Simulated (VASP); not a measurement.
# Ga (P6/mmm) in VASP: single point with LDA

Aim: the single point of Ga with LDA.

Everything below comes from runs of VASP 6.6.1. Logs are shortened: lines on timing, memory, paths and dates and some standing lists are left out, and cuts for length are marked.

## (1) The cell of the first run

The structure is hexagonal, space group P6/mmm (No. 191). Conventional cell: a = 4.320 Å, b = 4.320 Å, c = 4.416 Å, α = 90.00°, β = 90.00°, γ = 120.00°. Ga (site symmetry -6m2) has 3 Ga at 2.49 Å within 3.3 Å.

## (2) Single point, LDA

INCAR reads:

```
  ALGO = Normal
  EDIFF = 1E-7
  ENCUT = 520
  GGA = CA
  ISIF = 2
  ISMEAR = 1
  LASPH = True
  LCHARG = False
  LREAL = False
  LWAVE = False
  NBANDS = 20
  NELM = 100
  PREC = Accurate
  SIGMA = 0.1
```

KPOINTS reads:

```
k-points
0
Gamma
  8 8 7
```

POSCAR reads:

```
Ga
1.0
    4.3200000000      0.0000000000      0.0000000000
   -2.1600000000      3.7412300000      0.0000000000
    0.0000000000      0.0000000000      4.4160000000
Ga
2
Direct
    0.3333333333      0.6666666667      0.5000000000
    0.6666666667      0.3333333333      0.5000000000
```

Potentials or basis: VASP PAW LDA potentials, release 64 (Ga_d).

Run with:

```sh
$ cat potpaw_LDA.64/Ga_d/POTCAR > POTCAR
$ mpirun -np 1 vasp_std > vasp.out
```

OUTCAR:

```text
EDIFF = 1E-7
   ENCUT = 520
   GGA = CA
   ISIF = 2
   ISMEAR = 1
   LASPH = True
   LREAL = False
   NELM = 100
   PREC = Accurate

 ion  position               nearest neighbor table
   1  0.333  0.667  0.500-   2 2.49   2 2.49   2 2.49
   2  0.667  0.333  0.500-   1 2.49   1 2.49   1 2.49

  LATTYP: Found a hexagonal cell.
 ALAT       =     4.3200000000
 C/A-ratio  =     1.0222222222

  Lattice vectors:

 A1 = (   4.3200000000,   0.0000000000,   0.0000000000)
 A2 = (  -2.1600000000,   3.7412300000,   0.0000000000)
 A3 = (   0.0000000000,   0.0000000000,   4.4160000000)

Analysis of symmetry for initial positions (statically):
=====================================================================
 Subroutine PRICEL returns:
 Original cell was already a primitive cell.

 Routine SETGRP: Setting up the symmetry group for a
 hexagonal supercell.

 Subroutine GETGRP returns: Found 24 space group operations
 (whereof 24 operations were pure point group operations)
 out of a pool of 24 trial point group operations.

The static configuration has the point symmetry D_6h.

Analysis of symmetry for dynamics (positions and initial velocities):
=====================================================================
 Subroutine PRICEL returns:
 Original cell was already a primitive cell.

 Routine SETGRP: Setting up the symmetry group for a
 hexagonal supercell.

 Subroutine GETGRP returns: Found 24 space group operations
 (whereof 24 operations were pure point group operations)
 out of a pool of 24 trial point group operations.

The dynamic configuration has the point symmetry D_6h.

 Subroutine INISYM returns: Found 24 space group operations
 (whereof 24 operations are pure point group operations),
 and found     1 'primitive' translations

----------------------------------------------------------------------------------------

                                     Primitive cell

  volume of cell :      71.3719

  direct lattice vectors                    reciprocal lattice vectors
     4.320000000  0.000000000  0.000000000     0.231481481  0.133645887  0.000000000
[... 72 lines left out ...]
   dimension x,y,z NGXF=    64 NGYF=   64 NGZF=   72
   ions per type =               2
   NGX,Y,Z   is equivalent  to a cutoff of  12.31, 12.31, 13.55 a.u.
   NGXF,Y,Z  is equivalent  to a cutoff of  24.63, 24.63, 27.11 a.u.
 SYSTEM =  unknown system
   PREC   = accura    normal or accurate (medium, high low for compatibility)
   ISTART =      0    job   : 0-new  1-cont  2-samecut
   ICHARG =      2    charge: 1-file 2-atom 10-const
   ISPIN  =      1    spin polarized calculation?
   LNONCOLLINEAR =      F non collinear calculations
   LSORBIT =      F    spin-orbit coupling
   LASPH  =      T    aspherical Exc in radial PAW
   ENCUT  =  520.0 eV  38.22 Ry    6.18 a.u.   8.03  8.03  8.21*2*pi/ulx,y,z
   NELM   =    100;   NELMIN=  2; NELMDL= -5     # of ELM steps
   EDIFF  = 0.1E-06   stopping-criterion for ELM
   LREAL  =      F    real-space projection
   EDIFFG = 0.1E-05   stopping-criterion for IOM
   NSW    =      0    number of steps for IOM
   IBRION =     -1    ionic relax: 0-MD 1-quasi-New 2-CG
   NFREE  =      0    steps in history (QN), initial steepest desc. (CG)
   ISIF   =      2    stress and relaxation
   ISYM   =      2    0-nonsym 1-usesym 2-fastsym
   POTIM  = 0.5000    time-step for ionic-motion
   TEBEG  =    0.0;   TEEND  =   0.0 temperature during run
   PSTRESS=    0.0 pullay stress
   NELECT =      26.0000    total number of electrons
   NUPDOWN=      -1.0000    fix difference up-down
   EMIN   =  10.00;   EMAX   =-10.00  energy-range for DOS
   EFERMI =   0.00;   METHOD = LEGACY
   ISMEAR =     1;   SIGMA  =   0.10  broadening in eV -4-tet -1-fermi 0-gaus
   EFERMI_NEDOS =   21; number of points for ismear=-14 and -15
   IALGO  =     38    algorithm
   IMIX   =      4    mixing-type and parameters
     AMIX     =   0.40;   BMIX     =  1.00
     AMIX_MAG =   1.60;   BMIX_MAG =  1.00
  volume/ion in A,a.u.               =      35.69       240.82
  Fermi-wavevector in a.u.,A,eV,Ry     =   1.169204  2.209475 18.599674  1.367037
  Thomas-Fermi vector in A             =   2.305680
   LORBIT       =      0    0 simple, 1 ext, 2 COOP (PROOUT), +10 PAW based schemes
   GGA     = CA    functional components
   LHFCALC =     F    Hartree Fock is set to
   AEXX    =    0.0000 exact exchange contribution
   IVDW    =     0    specifies the selected vdW correction
   LEPSILON=     F    determine dielectric tensor
   LRPA    =     F    only Hartree local field effects (RPA)
 non-spin polarized calculation
 Methfessel and Paxton  Order N= 1 SIGMA  =   0.10
  energy-cutoff  :      520.00
  volume of cell :       71.37
 maximum number of plane-waves:      1937
   NGX = 17   NGY = 17   NGZ = 17

 number of electron      25.9999996 magnetization

 Free energy of the ion-electron system (eV)
  ---------------------------------------------------
  ext. energy  EPLUGINS =         0.00000000
  ---------------------------------------------------
  free energy    TOTEN  =        -5.75497214 eV

  energy without entropy =       -5.75404568  energy(sigma->0) =       -5.75466332

 E-fermi :   0.4876     XC(G=0):  -7.9975

 val. band max:        0.4817476254   @ k =   0.3750  -0.0000   0.2857
 cond. band min:       0.5099986502   @ k =   0.1250  -0.0000   0.1429
 fundamental gap:      0.0282510248
 Fermi energy:         0.4875628115

 k-point     1 :       0.0000    0.0000    0.0000
  band No.  band energies     occupation
      1     -14.4614      2.00000
      2     -14.3320      2.00000
      3     -14.3320      2.00000
      4     -14.2869      2.00000
      5     -14.2869      2.00000
      6     -14.1180      2.00000
[... 541 lines left out ...]
     19       9.3715      0.00000
     20       9.6979      0.00000

 [... further k-points ...]
[... 5 lines left out ...]
  --------------------------------------------------------------------------------------
  -------------------------------------------------------------------------------------
  Total       -0.9209892     -0.9209893     -1.5846280      0.0000000      0.0000000     -0.0000000
  in kB      -20.6746377    -20.6746406    -35.5721965      0.0000000      0.0000000     -0.0000000
  external PRESSURE =     -25.6404916 kB  Pullay stress =       0.0000000 kB

 VOLUME and BASIS-vectors are now :
 -----------------------------------------------------------------------------
  energy-cutoff  :      520.00
  volume of cell :       71.37
      direct lattice vectors                 reciprocal lattice vectors
     4.320000000  0.000000000  0.000000000     0.231481481  0.133645887  0.000000000
    -2.160000000  3.741230000  0.000000000     0.000000000  0.267291773  0.000000000
     0.000000000  0.000000000  4.416000000     0.000000000  0.000000000  0.226449275

 POSITION                                       TOTAL-FORCE (eV/Angst)
 -----------------------------------------------------------------------------------
     -0.00000      2.49415      2.20800         0.000000     -0.000000      0.000000
      2.16000      1.24708      2.20800        -0.000000      0.000000      0.000000
 -----------------------------------------------------------------------------------
    total drift:                               -0.000000      0.000000      0.000000

  FREE ENERGIE OF THE ION-ELECTRON SYSTEM (eV)
  ---------------------------------------------------
  free  energy   TOTEN  =        -5.7549721367 eV

  energy  without entropy=       -5.7540456837  energy(sigma->0) =       -5.75466332
```

Wall time 23 s (1 thread of Intel Xeon Platinum 8375C at 2.90GHz (Ice Lake), shared host); peak memory 0.18 GiB.

What came out:

- Free energy: -5.7550 eV
- Pressure: -2.6 GPa
- Band gap on the k mesh: zero (band 13 reaches 1.90 eV, above the bottom of band 14 at 0.19 eV)
